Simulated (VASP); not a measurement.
# TePb (P6_3/mmc) in VASP: further runs

Runs on TePb. Level: r2SCAN. Tasks: single point.

Program: VASP 6.6.1. These are calculated values, not measurements. Logs are shortened: lines on timing, memory, paths and dates and some standing lists are left out, and cuts for length are marked.

## Step 1: The cell of the first run

The structure is hexagonal, space group P6_3/mmc (No. 194). The conventional cell has a = 4.451 Å, b = 4.451 Å, c = 7.764 Å, α = 90.00°, β = 90.00°, γ = 120.00°. Pb (site symmetry -3m) has 6 Te at 3.22 Å and 2 Pb at 3.88 Å within 4.2 Å. Te (site symmetry -6m2) has 6 Pb at 3.22 Å within 4.2 Å.

## Step 2: Single point, r2SCAN (volume changed by -6%)

POSCAR reads:

```
TePb
1.0
    4.4511917923      0.0000000000      0.0000000000
   -2.2255958961      3.8548451692      0.0000000000
    0.0000000000      0.0000000000      7.7639679687
Pb Te
2 2
Direct
    0.0000000000      0.0000000000      0.0000000000
    0.0000000000      0.0000000000      0.5000000000
    0.3333333333      0.6666666667      0.2500000000
    0.6666666667      0.3333333333      0.7500000000
```

INCAR.step1 reads:

```
SYSTEM = TePb
ALGO = Normal
EDIFF = 1E-4
ENCUT = 520
GGA = PE
ISMEAR = -1
LASPH = .True.
LCHARG = .False.
LREAL = .False.
LWAVE = .True.
NBANDS = 28
NELM = 80
PREC = Accurate
SIGMA = 0.02
```

INCAR.step2 reads:

```
SYSTEM = TePb
ALGO = Normal
EDIFF = 1E-6
ENCUT = 520
ISIF = 2
ISMEAR = -1
ISTART = 1
LASPH = .True.
LCHARG = .False.
LMIXTAU = .True.
LREAL = .False.
LWAVE = .False.
METAGGA = R2SCAN
NBANDS = 28
NELM = 80
PREC = Accurate
SIGMA = 0.02
```

KPOINTS reads:

```
k-points
0
Gamma
  6 6 4
  0 0 0
```

Potentials or basis: VASP PAW PBE potentials, release 64 (Pb_d, Te).

On the command line:

```sh
> cat potpaw_PBE.64/Pb_d/POTCAR potpaw_PBE.64/Te/POTCAR > POTCAR
> cp INCAR.step1 INCAR
> mpirun -np 1 vasp_std > vasp.out
> cp INCAR.step2 INCAR
> mpirun -np 1 vasp_std > vasp.out
```

OUTCAR:

```text
SYSTEM = TePb
   EDIFF = 1E-6
   ENCUT = 520
   ISIF = 2
   ISMEAR = -1
   ISTART = 1
   LASPH = .True.
   LREAL = .False.
   METAGGA = R2SCAN
   NELM = 80
   PREC = Accurate

 ion  position               nearest neighbor table
   1  0.000  0.000  0.000-   3 3.22   4 3.22   3 3.22   4 3.22   4 3.22   3 3.22   2 3.88   2 3.88

   2  0.000  0.000  0.500-   3 3.22   4 3.22   3 3.22   4 3.22   4 3.22   3 3.22   1 3.88   1 3.88

   3  0.333  0.667  0.250-   1 3.22   2 3.22   1 3.22   2 3.22   1 3.22   2 3.22
   4  0.667  0.333  0.750-   1 3.22   2 3.22   1 3.22   2 3.22   1 3.22   2 3.22

  LATTYP: Found a hexagonal cell.
 ALAT       =     4.4511917923
 C/A-ratio  =     1.7442447621

  Lattice vectors:

 A1 = (   4.4511917923,   0.0000000000,   0.0000000000)
 A2 = (  -2.2255958961,   3.8548451692,   0.0000000000)
 A3 = (   0.0000000000,   0.0000000000,   7.7639679687)

Analysis of symmetry for initial positions (statically):
=====================================================================
 Subroutine PRICEL returns:
 Original cell was already a primitive cell.

 Routine SETGRP: Setting up the symmetry group for a
 hexagonal supercell.

 Subroutine GETGRP returns: Found 24 space group operations
 (whereof 12 operations were pure point group operations)
 out of a pool of 24 trial point group operations.

The static configuration has the point symmetry D_3d.
 The point group associated with its full space group is D_6h.

Analysis of symmetry for dynamics (positions and initial velocities):
=====================================================================
 Subroutine PRICEL returns:
 Original cell was already a primitive cell.

 Routine SETGRP: Setting up the symmetry group for a
 hexagonal supercell.

 Subroutine GETGRP returns: Found 24 space group operations
 (whereof 12 operations were pure point group operations)
 out of a pool of 24 trial point group operations.

The dynamic configuration has the point symmetry D_3d.
 The point group associated with its full space group is D_6h.

 Subroutine INISYM returns: Found 24 space group operations
 (whereof 12 operations are pure point group operations),
 and found     1 'primitive' translations

----------------------------------------------------------------------------------------

                                     Primitive cell

  volume of cell :     133.2192

  direct lattice vectors                    reciprocal lattice vectors
     4.451191792  0.000000000  0.000000000     0.224658933  0.129706896  0.000000000
    -2.225595896  3.854845169  0.000000000     0.000000000  0.259413791  0.000000000
     0.000000000  0.000000000  7.763967969     0.000000000  0.000000000  0.128800119

  length of vectors
     4.451191792  4.451191792  7.763967969     0.259413791  0.259413791  0.128800119

  position of ions in fractional coordinates (direct lattice)
     0.000000000  0.000000000  0.000000000
     0.000000000  0.000000000  0.500000000
     0.333333333  0.666666667  0.250000000
     0.666666667  0.333333333  0.750000000

  ion indices of the primitive-cell ions
   primitive index   ion index
                 1           1
                 2           2
                 3           3
                 4           4

----------------------------------------------------------------------------------------

 KPOINTS: k-points

Automatic generation of k-mesh.
 Grid dimensions read from file:
 generate k-points for:    6    6    4

 Generating k-lattice:

  Cartesian coordinates                     Fractional coordinates (reciprocal lattice)
     0.037443156  0.021617816  0.000000000     0.166666667  0.000000000  0.000000000
     0.000000000  0.043235632  0.000000000     0.000000000  0.166666667  0.000000000
     0.000000000  0.000000000  0.032200030     0.000000000  0.000000000  0.250000000

  Length of vectors
     0.043235632  0.043235632  0.032200030

  Shift w.r.t. Gamma in fractional coordinates (k-lattice)
     0.000000000  0.000000000  0.000000000

 Subroutine IBZKPT returns following result:
 ===========================================

 Found     21 irreducible k-points:

 Following reciprocal coordinates:
            Coordinates               Weight
  0.000000  0.000000  0.000000      1.000000
  0.166667  0.000000  0.000000      6.000000
  0.333333  0.000000  0.000000      6.000000
  0.500000  0.000000  0.000000      3.000000
  0.166667  0.166667  0.000000      6.000000
  0.333333  0.166667  0.000000     12.000000
[... 13 lines left out ...]
  0.333333  0.166667  0.500000     12.000000
  0.333333  0.333333  0.500000      2.000000
   k-points           NKPTS =     21   k-points in BZ     NKDIM =     21   number of bands    NBANDS=     28
   number of dos      NEDOS =    301   number of ions     NIONS =      4
   total plane-waves  NPLWV =  77760
   dimension x,y,z NGX =    36 NGY =   36 NGZ =   60
   dimension x,y,z NGXF=    72 NGYF=   72 NGZF=  120
   ions per type =               2   2
   NGX,Y,Z   is equivalent  to a cutoff of  13.45, 13.45, 12.85 a.u.
   NGXF,Y,Z  is equivalent  to a cutoff of  26.89, 26.89, 25.69 a.u.
 SYSTEM =  TePb
   PREC   = accura    normal or accurate (medium, high low for compatibility)
   ISTART =      1    job   : 0-new  1-cont  2-samecut
   ICHARG =      0    charge: 1-file 2-atom 10-const
   ISPIN  =      1    spin polarized calculation?
   LNONCOLLINEAR =      F non collinear calculations
   LSORBIT =      F    spin-orbit coupling
   LASPH  =      T    aspherical Exc in radial PAW
   ENCUT  =  520.0 eV  38.22 Ry    6.18 a.u.   8.28  8.28 14.44*2*pi/ulx,y,z
   NELM   =     80;   NELMIN=  2; NELMDL=  0     # of ELM steps
   EDIFF  = 0.1E-05   stopping-criterion for ELM
   LREAL  =      F    real-space projection
   EDIFFG = 0.1E-04   stopping-criterion for IOM
   NSW    =      0    number of steps for IOM
   IBRION =     -1    ionic relax: 0-MD 1-quasi-New 2-CG
   NFREE  =      0    steps in history (QN), initial steepest desc. (CG)
   ISIF   =      2    stress and relaxation
   ISYM   =      2    0-nonsym 1-usesym 2-fastsym
   POTIM  = 0.5000    time-step for ionic-motion
   TEBEG  =    0.0;   TEEND  =   0.0 temperature during run
   PSTRESS=    0.0 pullay stress
   NELECT =      40.0000    total number of electrons
   NUPDOWN=      -1.0000    fix difference up-down
   EMIN   =  10.00;   EMAX   =-10.00  energy-range for DOS
   EFERMI =   0.00;   METHOD = LEGACY
   ISMEAR =    -1;   SIGMA  =   0.02  broadening in eV -4-tet -1-fermi 0-gaus
   EFERMI_NEDOS =   21; number of points for ismear=-14 and -15
   IALGO  =     38    algorithm
   IMIX   =      4    mixing-type and parameters
     AMIX     =   0.40;   BMIX     =  1.00
     AMIX_MAG =   1.60;   BMIX_MAG =  1.00
  volume/ion in A,a.u.               =      33.30       224.75
  Fermi-wavevector in a.u.,A,eV,Ry     =   1.096240  2.071594 16.350709  1.201743
  Thomas-Fermi vector in A             =   2.232579
   LORBIT       =      0    0 simple, 1 ext, 2 COOP (PROOUT), +10 PAW based schemes
   METAGGA = R2SCAN    functional components
   LHFCALC =     F    Hartree Fock is set to
   AEXX    =    0.0000 exact exchange contribution
   IVDW    =     0    specifies the selected vdW correction
   LEPSILON=     F    determine dielectric tensor
   LRPA    =     F    only Hartree local field effects (RPA)
 non-spin polarized calculation
  energy-cutoff  :      520.00
  volume of cell :      133.22
 maximum number of plane-waves:      3616
 NGX is ok and might be reduce to    36
   NGX = 17   NGY = 17   NGZ = 29

 number of electron      39.9999993 magnetization

 Free energy of the ion-electron system (eV)
  ---------------------------------------------------
  ext. energy  EPLUGINS =         0.00000000
  ---------------------------------------------------
  free energy    TOTEN  =      -165.17471013 eV

  energy without entropy =     -165.17466741  energy(sigma->0) =     -165.17468877

 E-fermi :   6.4442     XC(G=0):  -9.8607

 val. band max:        6.3395149049   @ k =   0.3333   0.3333   0.0000
 cond. band min:       6.5680507967   @ k =   0.3333   0.3333   0.5000
 fundamental gap:      0.2285358917
 Fermi energy:         6.4442182385

 k-point     1 :       0.0000    0.0000    0.0000
  band No.  band energies     occupation
      1     -11.7727      2.00000
      2     -11.7532      2.00000
      3     -11.7532      2.00000
      4     -11.7282      2.00000
      5     -11.7282      2.00000
      6     -11.7176      2.00000
[... 20 lines left out ...]
     27      11.0147      0.00000
     28      12.5009      0.00000

 k-point     2 :       0.1667    0.0000    0.0000
  band No.  band energies     occupation
      1     -11.7704      2.00000
      2     -11.7672      2.00000
      3     -11.7510      2.00000
      4     -11.7316      2.00000
      5     -11.7223      2.00000
      6     -11.7196      2.00000
[... 20 lines left out ...]
     27      11.0239      0.00000
     28      11.6988      0.00000

 k-point     3 :       0.3333    0.0000    0.0000
  band No.  band energies     occupation
      1     -11.7984      2.00000
      2     -11.7636      2.00000
      3     -11.7498      2.00000
      4     -11.7398      2.00000
      5     -11.7218      2.00000
      6     -11.7123      2.00000
[... 20 lines left out ...]
     27      11.5488      0.00000
     28      13.3130      0.00000

 k-point     4 :       0.5000    0.0000    0.0000
  band No.  band energies     occupation
      1     -11.8134      2.00000
      2     -11.7613      2.00000
      3     -11.7503      2.00000
      4     -11.7444      2.00000
      5     -11.7224      2.00000
      6     -11.7088      2.00000
[... 485 lines left out ...]
     27      11.5291      0.00000
     28      11.5291      0.00000

 k-point    20 :       0.3333    0.1667    0.5000
  band No.  band energies     occupation
      1     -11.7691      2.00000
      2     -11.7691      2.00000
      3     -11.7344      2.00000
      4     -11.7344      2.00000
      5     -11.7155      2.00000
      6     -11.7155      2.00000
[... 20 lines left out ...]
     27      12.4000      0.00000
     28      12.4000      0.00000

 k-point    21 :       0.3333    0.3333    0.5000
  band No.  band energies     occupation
      1     -11.7646      2.00000
      2     -11.7646      2.00000
      3     -11.7423      2.00000
      4     -11.7423      2.00000
      5     -11.7059      2.00000
      6     -11.7059      2.00000
[... 20 lines left out ...]
     27      12.7171      0.00000
     28      12.7171      0.00000

------------------------ aborting loop because EDIFF is reached ----------------------------------------

  FORCE on cell =-STRESS in cart. coord.  units (eV):
  Direction    XX          YY          ZZ          XY          YZ          ZX
  --------------------------------------------------------------------------------------
  -------------------------------------------------------------------------------------
  Total        2.2930684      2.2930684      2.7559016      0.0000000      0.0000000      0.0000000
  in kB       27.5778633     27.5778633     33.1441817      0.0000000      0.0000000      0.0000000
  external PRESSURE =      29.4333028 kB  Pullay stress =       0.0000000 kB

 VOLUME and BASIS-vectors are now :
 -----------------------------------------------------------------------------
  energy-cutoff  :      520.00
  volume of cell :      133.22
      direct lattice vectors                 reciprocal lattice vectors
     4.451191792  0.000000000  0.000000000     0.224658933  0.129706896  0.000000000
    -2.225595896  3.854845169  0.000000000     0.000000000  0.259413791  0.000000000
     0.000000000  0.000000000  7.763967969     0.000000000  0.000000000  0.128800119

 POSITION                                       TOTAL-FORCE (eV/Angst)
 -----------------------------------------------------------------------------------
      0.00000      0.00000      0.00000         0.000000      0.000000     -0.000000
      0.00000      0.00000      3.88198         0.000000      0.000000     -0.000000
     -0.00000      2.56990      1.94099        -0.000000     -0.000000      0.000000
      2.22560      1.28495      5.82298         0.000000      0.000000     -0.000000
 -----------------------------------------------------------------------------------
    total drift:                               -0.000000      0.000000     -0.000000

  FREE ENERGIE OF THE ION-ELECTRON SYSTEM (eV)
  ---------------------------------------------------
  free  energy   TOTEN  =      -165.1747101330 eV

  energy  without entropy=     -165.1746674114  energy(sigma->0) =     -165.17468877
```

It took 2.4 min on 1 thread of Intel Xeon 6975P-C (Granite Rapids), shared host; peak memory 0.32 GiB.

What came out:

* Free energy: -165.1747 eV
* Pressure: 2.9 GPa
* Band gap on the k mesh: 0.23 eV, indirect (least direct gap 0.28 eV)

Caveat: the cell differs from its parent crystal (volume changed by -6%); the PAW data sets were made with another functional, which shifts forces and pressure a little; spin-orbit coupling is left out, which moves the levels of the heavy elements.

## Step 3: Single point, r2SCAN (volume changed by -3%)

POSCAR reads:

```
TePb
1.0
    4.4980498861      0.0000000000      0.0000000000
   -2.2490249431      3.8954254689      0.0000000000
    0.0000000000      0.0000000000      7.8456999536
Pb Te
2 2
Direct
    0.0000000000      0.0000000000      0.0000000000
    0.0000000000      0.0000000000      0.5000000000
    0.3333333333      0.6666666667      0.2500000000
    0.6666666667      0.3333333333      0.7500000000
```

INCAR.step1 reads:

```
SYSTEM = TePb
PREC = Accurate
ENCUT = 520
ISMEAR = -1
SIGMA = 0.02
LREAL = .FALSE.
LASPH = .TRUE.
NELM = 60
NBANDS = 28
GGA = PE
ALGO = Normal
EDIFF = 1E-4
LWAVE = .TRUE.
LCHARG = .FALSE.
```

INCAR.step2 reads:

```
SYSTEM = TePb
PREC = Accurate
ENCUT = 520
EDIFF = 1E-6
ISMEAR = -1
SIGMA = 0.02
LREAL = .FALSE.
LASPH = .TRUE.
NELM = 60
ALGO = Normal
ISIF = 2
LWAVE = .FALSE.
LCHARG = .TRUE.
METAGGA = R2SCAN
LMIXTAU = .TRUE.
LELF = .TRUE.
LVHAR = .TRUE.
NBANDS = 28
ISTART = 1
```

KPOINTS reads:

```
Automatic mesh
0
G
  6 6 4
  0 0 0
```

Potentials or basis: VASP PAW PBE potentials, release 64 (Pb_d, Te).

On the command line:

```sh
> cat potpaw_PBE.64/Pb_d/POTCAR potpaw_PBE.64/Te/POTCAR > POTCAR
> cp INCAR.step1 INCAR
> mpirun -np 1 vasp_std > vasp.out
> cp INCAR.step2 INCAR
> mpirun -np 1 vasp_std > vasp.out
```

Run time: 2.7 min. Hardware: 1 thread of Intel Xeon 6975P-C (Granite Rapids), shared host; peak memory 0.33 GiB.

Results (log left out):

* Free energy: -165.2321 eV
* Pressure: 1.3 GPa
* Band gap on the k mesh: 0.31 eV, indirect (least direct gap 0.38 eV)

Stress tensor (GPa, compression positive):
```
1.26 0.00 0.00
0.00 1.26 0.00
0.00 0.00 1.52
```

Levels at points of the mesh, in eV from the valence-band top:
```tsv
k point	band 17	band 18	band 19	band 20	band 21	band 22	band 23	band 24
(0.00, 0.00, 0.00)	-1.94	-1.36	-1.36	-0.07	0.31	2.09	2.09	2.45
(0.50, 0.00, 0.00)	-3.27	-1.52	-1.48	-1.17	0.35	0.91	2.03	3.85
(0.00, 0.00, 0.50)	-1.65	-1.65	-1.52	-1.52	2.16	2.16	2.16	2.16
(0.50, 0.00, 0.50)	-2.86	-2.86	-2.63	-2.63	2.05	2.05	2.93	2.93
```

Caveat: the cell differs from its parent crystal (volume changed by -3%); the PAW data sets were made with another functional, which shifts forces and pressure a little; spin-orbit coupling is left out, which moves the levels of the heavy elements. A k mesh can miss the band edges.

## Step 4: Single point, r2SCAN

This run uses another cell than the first one, of 35.43 Å³/atom, 1.064 times its volume.

POSCAR reads:

```
TePb
1.0
    4.5439515247      0.0000000000      0.0000000000
   -2.2719757624      3.9351774539      0.0000000000
    0.0000000000      0.0000000000      7.9257636462
Pb Te
2 2
Direct
    0.0000000000      0.0000000000      0.0000000000
    0.0000000000      0.0000000000      0.5000000000
    0.3333333333      0.6666666667      0.2500000000
    0.6666666667      0.3333333333      0.7500000000
```

INCAR.step1 reads:

```
SYSTEM = TePb
PREC = Accurate
ENCUT = 520
ISMEAR = -1
SIGMA = 0.02
LREAL = .False.
LASPH = .True.
NELM = 100
NBANDS = 28
GGA = PE
ALGO = Normal
EDIFF = 1E-4
LWAVE = .True.
LCHARG = .False.
```

INCAR.step2 reads:

```
SYSTEM = TePb
PREC = Accurate
ENCUT = 520
EDIFF = 1E-6
ISMEAR = -1
SIGMA = 0.02
LREAL = .False.
LASPH = .True.
NELM = 100
ALGO = Normal
ISIF = 2
LWAVE = .False.
LCHARG = .True.
METAGGA = R2SCAN
LMIXTAU = .True.
LELF = .True.
LVHAR = .True.
NBANDS = 28
ISTART = 1
```

KPOINTS reads:

```
Automatic mesh
0
Gamma
  6 6 4
  0 0 0
```

On the command line:

```sh
> cat potpaw_PBE.64/Pb_d/POTCAR potpaw_PBE.64/Te/POTCAR > POTCAR
> cp INCAR.step1 INCAR
> mpirun -np 1 vasp_std > vasp.out
> cp INCAR.step2 INCAR
> mpirun -np 1 vasp_std > vasp.out
```

Run time: 3 min. Hardware: 1 thread of Intel Xeon 6975P-C (Granite Rapids), shared host; peak memory 0.33 GiB.

The run converged. Its results:

```yaml
Free_energy: -165.2504 eV
Pressure: 0.0 GPa
Band_gap_on_the_k_mesh: 0.38 eV, indirect (least direct gap 0.48 eV)
```

Levels at points of the mesh, in eV from the valence-band top:
```tsv
k point	band 16	band 17	band 18	band 19	band 20	band 21	band 22	band 23	band 24	band 25
(0.00, 0.00, 0.00)	-1.79	-1.79	-1.24	-1.24	-0.10	0.38	2.14	2.14	2.51	2.51
(0.50, 0.00, 0.00)	-4.09	-3.06	-1.39	-1.37	-1.09	0.44	1.01	2.09	3.87	4.42
(0.00, 0.00, 0.50)	-1.52	-1.52	-1.52	-1.45	-1.45	2.23	2.23	2.23	2.23	2.34
(0.50, 0.00, 0.50)	-3.27	-2.69	-2.69	-2.45	-2.45	2.15	2.15	2.95	2.95	3.01
```

Caveat: the PAW data sets were made with another functional, which shifts forces and pressure a little; spin-orbit coupling is left out, which moves the levels of the heavy elements. A k mesh can miss the band edges.

[end of part 1 of 2]
